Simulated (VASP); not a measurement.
# TiAl (Pm-3m) in VASP: further runs

TiAl is run at these levels: LDA; tasks: single point.

All numbers are computed with VASP 6.6.1; they aren't measurements. Logs are shortened: lines on timing, memory, paths and dates and some standing lists are left out, and cuts for length are marked.

## 1. The cell of the first run

Symmetry: Pm-3m, No. 221, cubic system. Conventional cell: a = 2.925 Å, b = 2.925 Å, c = 2.925 Å, α = 90.00°, β = 90.00°, γ = 90.00°. Ti (site symmetry m-3m) has 8 Al at 2.53 Å and 6 Ti at 2.92 Å within 3.3 Å. Al (site symmetry m-3m) has 8 Ti at 2.53 Å and 6 Al at 2.92 Å within 3.3 Å.

## 2. Single point, LDA (strain -0.080 along x and y, -0.080 along z)

Input file INCAR:

```
  PREC = Accurate
  ENCUT = 520
  EDIFF = 1E-6
  ISMEAR = 0
  SIGMA = 0.15
  LREAL = F
  LASPH = T
  NELM = 60
  ALGO = Normal
  ISIF = 2
  LWAVE = F
  LCHARG = F
  GGA = CA
  NBANDS = 14
```

Input file KPOINTS:

```
regular mesh
0
Gamma
  16 16 16
```

Input file POSCAR:

```
TiAl
1.0
    2.9247388800      0.0000000000      0.0000000000
    0.0000000000      2.9247388800      0.0000000000
    0.0000000000      0.0000000000      2.9247388800
Ti Al
1 1
Direct
    0.0000000000      0.0000000000      0.0000000000
    0.5000000000      0.5000000000      0.5000000000
```

Potentials or basis: VASP PAW LDA potentials, release 64 (Ti_sv, Al).

On the command line:

```sh
$ cat potpaw_LDA.64/Ti_sv/POTCAR potpaw_LDA.64/Al/POTCAR > POTCAR
$ mpirun -np 1 vasp_std > vasp.out
```

OUTCAR:

```text
PREC = Accurate
   ENCUT = 520
   EDIFF = 1E-6
   ISMEAR = 0
   LREAL = F
   LASPH = T
   NELM = 60
   ISIF = 2
   GGA = CA

 ion  position               nearest neighbor table
   1  0.000  0.000  0.000-   2 2.53   2 2.53   2 2.53   2 2.53   2 2.53   2 2.53   2 2.53   2 2.53

   2  0.500  0.500  0.500-   1 2.53   1 2.53   1 2.53   1 2.53   1 2.53   1 2.53   1 2.53   1 2.53

  LATTYP: Found a simple cubic cell.
 ALAT       =     2.9247388800

  Lattice vectors:

 A1 = (   2.9247388800,   0.0000000000,   0.0000000000)
 A2 = (   0.0000000000,   2.9247388800,   0.0000000000)
 A3 = (   0.0000000000,   0.0000000000,   2.9247388800)

Analysis of symmetry for initial positions (statically):
=====================================================================
 Subroutine PRICEL returns:
 Original cell was already a primitive cell.

 Routine SETGRP: Setting up the symmetry group for a
 simple cubic supercell.

 Subroutine GETGRP returns: Found 48 space group operations
 (whereof 48 operations were pure point group operations)
 out of a pool of 48 trial point group operations.

The static configuration has the point symmetry O_h .

Analysis of symmetry for dynamics (positions and initial velocities):
=====================================================================
 Subroutine PRICEL returns:
 Original cell was already a primitive cell.

 Routine SETGRP: Setting up the symmetry group for a
 simple cubic supercell.

 Subroutine GETGRP returns: Found 48 space group operations
 (whereof 48 operations were pure point group operations)
 out of a pool of 48 trial point group operations.

The dynamic configuration has the point symmetry O_h .

 Subroutine INISYM returns: Found 48 space group operations
 (whereof 48 operations are pure point group operations),
 and found     1 'primitive' translations

----------------------------------------------------------------------------------------

                                     Primitive cell

  volume of cell :      25.0185

  direct lattice vectors                    reciprocal lattice vectors
     2.924738880  0.000000000  0.000000000     0.341910865  0.000000000  0.000000000
     0.000000000  2.924738880  0.000000000     0.000000000  0.341910865  0.000000000
     0.000000000  0.000000000  2.924738880     0.000000000  0.000000000  0.341910865

  length of vectors
     2.924738880  2.924738880  2.924738880     0.341910865  0.341910865  0.341910865

  position of ions in fractional coordinates (direct lattice)
     0.000000000  0.000000000  0.000000000
     0.500000000  0.500000000  0.500000000

  ion indices of the primitive-cell ions
   primitive index   ion index
                 1           1
                 2           2

----------------------------------------------------------------------------------------

 KPOINTS: regular mesh

Automatic generation of k-mesh.
 Grid dimensions read from file:
 generate k-points for:   16   16   16

 Generating k-lattice:

  Cartesian coordinates                     Fractional coordinates (reciprocal lattice)
     0.021369429  0.000000000  0.000000000     0.062500000  0.000000000  0.000000000
     0.000000000  0.021369429  0.000000000     0.000000000  0.062500000  0.000000000
     0.000000000  0.000000000  0.021369429     0.000000000  0.000000000  0.062500000

  Length of vectors
     0.021369429  0.021369429  0.021369429

  Shift w.r.t. Gamma in fractional coordinates (k-lattice)
     0.000000000  0.000000000  0.000000000

 Subroutine IBZKPT returns following result:
 ===========================================

 Found    165 irreducible k-points:

 Following reciprocal coordinates:
            Coordinates               Weight
  0.000000  0.000000  0.000000      1.000000
  0.062500  0.000000  0.000000      6.000000
  0.125000  0.000000  0.000000      6.000000
  0.187500  0.000000  0.000000      6.000000
  0.250000  0.000000  0.000000      6.000000
  0.312500  0.000000  0.000000      6.000000
[... 16 lines left out ...]
  0.437500  0.125000  0.000000     24.000000
  0.500000  0.125000  0.000000     12.000000
 [... further k-points ...]
   k-points           NKPTS =    165   k-points in BZ     NKDIM =    165   number of bands    NBANDS=     14
   number of dos      NEDOS =    301   number of ions     NIONS =      2
   total plane-waves  NPLWV =  13824
   dimension x,y,z NGX =    24 NGY =   24 NGZ =   24
   dimension x,y,z NGXF=    48 NGYF=   48 NGZF=   48
   ions per type =               1   1
   NGX,Y,Z   is equivalent  to a cutoff of  13.64, 13.64, 13.64 a.u.
   NGXF,Y,Z  is equivalent  to a cutoff of  27.28, 27.28, 27.28 a.u.
 SYSTEM =  unknown system
   PREC   = accura    normal or accurate (medium, high low for compatibility)
   ISTART =      0    job   : 0-new  1-cont  2-samecut
   ICHARG =      2    charge: 1-file 2-atom 10-const
   ISPIN  =      1    spin polarized calculation?
   LNONCOLLINEAR =      F non collinear calculations
[... 71 lines left out ...]
     10      13.7985      0.00000
     11      17.2671      0.00000
     12      17.2671      0.00000
     13      17.2671      0.00000
     14      21.8695      0.00000

 k-point     2 :       0.0625    0.0000    0.0000
  band No.  band energies     occupation
      1     -44.2715      2.00000
      2     -20.8268      2.00000
      3     -20.8082      2.00000
      4     -20.8082      2.00000
      5       1.2478      2.00000
      6       9.2998      2.00000
      7       9.3484      2.00000
      8      13.6535      0.00000
      9      13.6535      0.00000
     10      13.8099      0.00000
     11      16.9693      0.00000
     12      17.4574      0.00000
     13      17.4574      0.00000
     14      21.7219      0.00000

 k-point     3 :       0.1250    0.0000    0.0000
  band No.  band energies     occupation
      1     -44.2664      2.00000
      2     -20.8751      2.00000
      3     -20.8040      2.00000
      4     -20.8040      2.00000
      5       1.4798      2.00000
      6       9.2399      2.00000
      7       9.4593      2.00000
      8      13.2993      0.00000
      9      13.2993      0.00000
     10      13.8424      0.00000
     11      16.3283      0.00000
     12      17.9490      0.00000
     13      17.9490      0.00000
     14      21.3089      0.00000

 k-point     4 :       0.1875    0.0000    0.0000
  band No.  band energies     occupation
      1     -44.2587      2.00000
      2     -20.9468      2.00000
      3     -20.7977      2.00000
      4     -20.7977      2.00000
      5       1.8574      2.00000
      6       9.0558      2.00000
      7       9.6344      2.00000
      8      12.8690      0.00000
      9      12.8690      0.00000
     10      13.8916      0.00000
     11      15.7174      0.00000
     12      18.6146      0.00000
     13      18.6146      0.00000
     14      20.7080      0.00000

 k-point     5 :       0.2500    0.0000    0.0000
  band No.  band energies     occupation
      1     -44.2495      2.00000
      2     -21.0305      2.00000
      3     -20.7903      2.00000
      4     -20.7903      2.00000
      5       2.3689      2.00000
      6       8.6636      2.00000
      7       9.8571      2.00000
      8      12.4500      0.00000
      9      12.4500      0.00000
     10      13.9507      0.00000
     11      15.3511      0.00000
[... 276 lines left out ...]
 k-point    22 :       0.3750    0.1250    0.0000
  band No.  band energies     occupation
      1     -44.2260      2.00000
      2     -21.1727      2.00000
      3     -20.8372      2.00000
      4     -20.7707      2.00000
      5       3.9581      2.00000
      6       7.4104      2.00000
      7      10.3271      2.00000
      8      11.4918      0.54521
      9      11.8947      0.00001
     10      13.6929      0.00000
     11      15.4583      0.00000
     12      18.8002      0.00000
     13      20.3584      0.00000
     14      21.5257      0.00000

 k-point    23 :       0.4375    0.1250    0.0000
  band No.  band energies     occupation
      1     -44.2209      2.00000
      2     -21.2182      2.00000
      3     -20.8325      2.00000
      4     -20.7664      2.00000
      5       4.7273      2.00000
      6       6.5645      2.00000
      7      10.5660      2.00000
      8      11.2827      1.82814
      9      11.7292      0.00446
     10      13.7343      0.00000
     11      15.5496      0.00000
     12      18.7010      0.00000
     13      20.7911      0.00000
     14      22.3759      0.00000

 k-point    24 :       0.5000    0.1250    0.0000
  band No.  band energies     occupation
      1     -44.2191      2.00000
      2     -21.2341      2.00000
      3     -20.8308      2.00000
      4     -20.7649      2.00000
      5       5.3289      2.00000
      6       5.9329      2.00000
      7      10.6876      2.00000
      8      11.1725      1.98382
      9      11.6730      0.02069
     10      13.7491      0.00000
     11      15.5977      0.00000
     12      18.6338      0.00000
     13      21.1081      0.00000
     14      22.8321      0.00000

 [... further k-points ...]

------------------------ aborting loop because EDIFF is reached ----------------------------------------

  FORCE on cell =-STRESS in cart. coord.  units (eV):
  Direction    XX          YY          ZZ          XY          YZ          ZX
  --------------------------------------------------------------------------------------
  -------------------------------------------------------------------------------------
  Total        5.7504552      5.7504552      5.7504552      0.0000000     -0.0000000     -0.0000000
  in kB      368.2574271    368.2574271    368.2574271      0.0000000     -0.0000000     -0.0000000
  external PRESSURE =     368.2574271 kB  Pullay stress =       0.0000000 kB

 VOLUME and BASIS-vectors are now :
 -----------------------------------------------------------------------------
  energy-cutoff  :      520.00
  volume of cell :       25.02
      direct lattice vectors                 reciprocal lattice vectors
     2.924738880  0.000000000  0.000000000     0.341910865  0.000000000  0.000000000
     0.000000000  2.924738880  0.000000000     0.000000000  0.341910865  0.000000000
     0.000000000  0.000000000  2.924738880     0.000000000  0.000000000  0.341910865

 POSITION                                       TOTAL-FORCE (eV/Angst)
 -----------------------------------------------------------------------------------
      0.00000      0.00000      0.00000         0.000000      0.000000      0.000000
      1.46237      1.46237      1.46237         0.000000      0.000000      0.000000
 -----------------------------------------------------------------------------------
    total drift:                               -0.000000      0.000000      0.000000

  FREE ENERGIE OF THE ION-ELECTRON SYSTEM (eV)
  ---------------------------------------------------
  free  energy   TOTEN  =       -12.7691400634 eV

  energy  without entropy=      -12.7487750298  energy(sigma->0) =      -12.75895755
```

Wall time 36 s (1 thread of Intel Xeon 8259CL, shared host); peak memory 0.17 GiB.

Results:

```yaml
Free_energy: -12.7691 eV
Pressure: 36.8 GPa
Band_gap_on_the_k_mesh: zero (an odd number of electrons rules out a gap without spin polarisation)
```

Caveat: the cell differs from its parent crystal (strain -0.080 along x and y, -0.080 along z); the cell stands under pressure.

## 3. Single point, LDA (strain -0.040 along x and y, -0.040 along z)

Input file INCAR:

```
SYSTEM = TiAl
ALGO = Normal
EDIFF = 1E-7
ENCUT = 520
ISIF = 2
ISMEAR = 0
LASPH = .True.
LCHARG = .False.
LREAL = .False.
LWAVE = .False.
NBANDS = 14
NELM = 80
PREC = Accurate
SIGMA = 0.15
```

Input file KPOINTS:

```
k-points
0
Gamma
  16 16 16
  0 0 0
```

Input file POSCAR:

```
TiAl
1.0
    3.0519014400      0.0000000000      0.0000000000
    0.0000000000      3.0519014400      0.0000000000
    0.0000000000      0.0000000000      3.0519014400
Ti Al
1 1
Direct
    0.0000000000      0.0000000000      0.0000000000
    0.5000000000      0.5000000000      0.5000000000
```

Potentials or basis: VASP PAW LDA potentials, release 64 (Ti_sv, Al).

On the command line:

```sh
$ cat potpaw_LDA.64/Ti_sv/POTCAR potpaw_LDA.64/Al/POTCAR > POTCAR
$ mpirun -np 1 vasp_std > vasp.out
```

Run time: 41 s. Hardware: 1 thread of Intel Xeon 8259CL, shared host; peak memory 0.18 GiB.

The run converged. Its results:

```
Free energy            : -13.2453 eV
Pressure               : 10.4 GPa
Band gap on the k mesh : zero (an odd number of electrons rules out a gap without spin polarisation)
```

Levels at points of the mesh, in eV from the Fermi level:
```csv
k point,band 5,band 6,band 7,band 8,band 9,band 10
"(0.00, 0.00, 0.00)",-9.73,-1.73,-1.73,2.04,2.04,2.04
"(0.50, 0.00, 0.00)",-6.10,-5.47,-0.68,0.14,0.14,2.29
"(0.50, 0.50, 0.00)",-5.36,-2.02,-2.02,-1.60,0.73,0.73
"(0.50, 0.50, 0.50)",-3.48,-3.48,-3.48,1.32,3.30,3.30
```

Caveat: the cell differs from its parent crystal (strain -0.040 along x and y, -0.040 along z); the cell stands under pressure.

## 4. Single point, LDA (strain +0.040 along x and y, +0.040 along z)

Input file INCAR:

```
PREC     = Accurate       # precision mode
ENCUT    = 520            # plane-wave cutoff, eV
EDIFF    = 1E-6           # SCF threshold, eV
ISMEAR   = 0              # smearing method
SIGMA    = 0.15           # smearing width, eV
LREAL    = False          # projectors in reciprocal space
LASPH    = True           # aspherical terms in the spheres
NELM     = 100            # most SCF steps
ALGO     = Fast           # electronic algorithm
ISIF     = 2              # what is computed and relaxed
LWAVE    = False          # write WAVECAR
LCHARG   = True           # write CHGCAR
LELF     = True           # ELF
LVHAR    = True         
NBANDS   = 14             # bands
```

Input file KPOINTS:

```
Automatic mesh
0
Gamma
  16 16 16
```

Input file POSCAR:

```
TiAl
1.0
    3.3062265600      0.0000000000      0.0000000000
    0.0000000000      3.3062265600      0.0000000000
    0.0000000000      0.0000000000      3.3062265600
Ti Al
1 1
Direct
    0.0000000000      0.0000000000      0.0000000000
    0.5000000000      0.5000000000      0.5000000000
```

On the command line:

```sh
$ cat potpaw_LDA.64/Ti_sv/POTCAR potpaw_LDA.64/Al/POTCAR > POTCAR
$ mpirun -np 1 vasp_std > vasp.out
```

Wall time 4.3 min (1 thread of Intel Xeon 8259CL, shared host); peak memory 0.21 GiB.

The run converged. Its results:

```yaml
Free_energy: -13.0119 eV
Pressure: -14.9 GPa
Band_gap_on_the_k_mesh: zero (an odd number of electrons rules out a gap without spin polarisation)
```

Levels at points of the mesh, in eV from the Fermi level:
```tsv
k point	band 5	band 6	band 7	band 8	band 9	band 10
(0.00, 0.00, 0.00)	-8.67	-1.16	-1.16	1.50	1.50	1.50
(0.50, 0.00, 0.00)	-5.78	-4.77	-0.43	0.09	0.09	1.67
(0.50, 0.50, 0.00)	-4.70	-1.94	-1.94	-1.29	0.60	0.60
(0.50, 0.50, 0.50)	-2.72	-2.72	-2.72	-0.06	2.38	2.38
```

Caveat: the cell differs from its parent crystal (strain +0.040 along x and y, +0.040 along z); the cell stands under tension.

## 5. Single point, LDA (strain +0.080 along x and y, +0.080 along z)

Input file INCAR:

```
PREC     = Accurate       # precision mode
ENCUT    = 520            # plane-wave cutoff, eV
EDIFF    = 1E-7           # SCF threshold, eV
ISMEAR   = 0              # smearing method
SIGMA    = 0.15           # smearing width, eV
LREAL    = False          # projectors in reciprocal space
LASPH    = True           # aspherical terms in the spheres
NELM     = 80             # most SCF steps
ALGO     = Normal         # electronic algorithm
ISIF     = 2              # what is computed and relaxed
LWAVE    = False          # write WAVECAR
LCHARG   = False          # write CHGCAR
GGA      = CA             # functional
NBANDS   = 14             # bands
```

KPOINTS is that of step 4.

Input file POSCAR:

```
TiAl
1.0
    3.4333891200      0.0000000000      0.0000000000
    0.0000000000      3.4333891200      0.0000000000
    0.0000000000      0.0000000000      3.4333891200
Ti Al
1 1
Direct
    0.0000000000      0.0000000000      0.0000000000
    0.5000000000      0.5000000000      0.5000000000
```

On the command line:

```sh
$ cat potpaw_LDA.64/Ti_sv/POTCAR potpaw_LDA.64/Al/POTCAR > POTCAR
$ mpirun -np 1 vasp_std > vasp.out
```

Run time: 2 min. Hardware: 1 thread of Intel Xeon 8259CL, shared host; peak memory 0.21 GiB.

The run converged. Its results:

- Free energy: -12.5367 eV
- Pressure: -19.6 GPa
- Band gap on the k mesh: zero (an odd number of electrons rules out a gap without spin polarisation)

Levels at points of the mesh, in eV from the Fermi level:
| k point | band 4 | band 5 | band 6 | band 7 | band 8 | band 9 | band 10 | band 11 |
| --- | --- | --- | --- | --- | --- | --- | --- | --- |
| (0.00, 0.00, 0.00) | -33.20 | -8.15 | -0.95 | -0.95 | 1.28 | 1.28 | 1.28 | 3.51 |
| (0.50, 0.00, 0.00) | -33.20 | -5.56 | -4.42 | -0.34 | 0.07 | 0.07 | 1.42 | 2.15 |
| (0.50, 0.50, 0.00) | -33.19 | -4.44 | -1.82 | -1.82 | -1.16 | 0.54 | 0.54 | 1.98 |
| (0.50, 0.50, 0.50) | -33.26 | -2.39 | -2.39 | -2.39 | -0.57 | 2.02 | 2.02 | 2.52 |

Caveat: the cell differs from its parent crystal (strain +0.080 along x and y, +0.080 along z); the cell stands under tension.

## 6. The runs side by side

```tsv
cell	gap on the mesh (eV)	pressure (GPa)
a = 2.925 Å, 2 atoms	none	36.8
a = 3.052 Å, 2 atoms	none	10.4
a = 3.306 Å, 2 atoms	none	-14.9
a = 3.433 Å, 2 atoms	none	-19.6
```

Alike in all rows: task single point; level LDA; potentials or basis VASP PAW LDA potentials, release 64 (Ti_sv, Al); no spin polarisation; k mesh 16 × 16 × 16; cutoff (eV) 520; smearing gaussian 0.15 eV.

Caveats: the cell stands under pressure (at least some runs); the cell stands under tension (at least some runs).

Total energies depend on the potentials used, so only differences within one code and one set of settings carry meaning.
